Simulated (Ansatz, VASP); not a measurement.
# Cu: VASP beside Ansatz

INCAR

```
SYSTEM = Cu
ALGO     = Normal         ! electronic algorithm
EDIFF    = 1E-7           ! SCF threshold, eV
EDIFFG   = -0.01          ! ionic threshold
ENCUT    = 600            ! plane-wave cutoff, eV
GGA      = PE             ! functional
IBRION   = 2              ! ionic algorithm
ISIF     = 3              ! what is computed and relaxed
ISMEAR   = -1             ! smearing method
IVDW     = 13             ! dispersion correction
LASPH    = .True.         ! aspherical terms in the spheres
LCHARG   = .False.        ! write CHGCAR
LREAL    = .False.        ! projectors in reciprocal space
LWAVE    = .False.        ! write WAVECAR
NELM     = 60             ! most SCF steps
NSW      = 60             ! ionic steps
PREC     = Accurate       ! precision mode
SIGMA    = 0.05           ! smearing width, eV
```

KPOINTS

```
k-points
0
Gamma
  10 10 10
  0 0 0
```

Contents of POSCAR:

```
Cu
1.0
   -1.4533390000      1.4546950000      1.3757760000
    1.4163570000     -1.4635990000      1.3463360000
    1.4612080000      1.4714670000     -1.3851120000
Cu
1
Direct
   -0.0024760000      0.0069770000      0.0035150000
```

Contents of input.yaml:

```yaml
crystal:
  lattice:
    - [-1.453339, 1.454695, 1.375776]
    - [1.416357, -1.463599, 1.346336]
    - [1.461208, 1.471467, -1.385112]
  atoms:
    - { symbol: Cu, position: [-0.002476, 0.006977, 0.003515] }
hamiltonian:
  xc: pbe
  pseudopotentials: { kind: paw, level: accurate }
  dispersion: d4
kpoints:
  mp_grid: { grid: [10, 10, 10] }
scf:
  occupations: { method: fermi_dirac, width: 0.05 }
output:
  forces: true
  stress: true
  write_density: true
  write_potential: true
  elf: true
  volumetric_format: npy
relax:
  f_tol: 0.01
  max_steps: 40
  cell: { stress_tol: 0.05 }
```

Change from the starting cell: cell strained at random at fixed volume.

Alike in both runs: task relaxation of cell and atoms; functional PBE; dispersion D4; k mesh 10 × 10 × 10; occupations fermi-dirac, width 0.05 eV; no spin polarisation.

```csv
,VASP,Ansatz
version,VASP 6.6.1,Ansatz 0.2.0
potentials or method,"VASP PAW PBE potentials, release 64 (Cu)",Ansatz PAW earlier set
plane-wave cutoff (eV),600,1050
valence electrons in the cell,11,19
```

|  | VASP | Ansatz | Ansatz less VASP |
| --- | --- | --- | --- |
| gap on the k mesh at the Fermi level, each at its own relaxed structure (eV) | none | none | - |
| relaxed volume (Å³/atom) | 11.43 | 11.41 | -0.029 |
| relaxed cell length with the largest relative difference (Å) | 2.524 | 2.527 | +0.0025 |

A gap of «none» marks a metal or a gap that the smearing closes. VASP's potentials hold 11 valence electrons a cell and Ansatz's 19, so a difference there can come from the potentials and not from the codes.

Noted on Ansatz's run: the plane-wave basis is chosen anew once the cell has moved, so the energies of steps on either side of that aren't comparable.
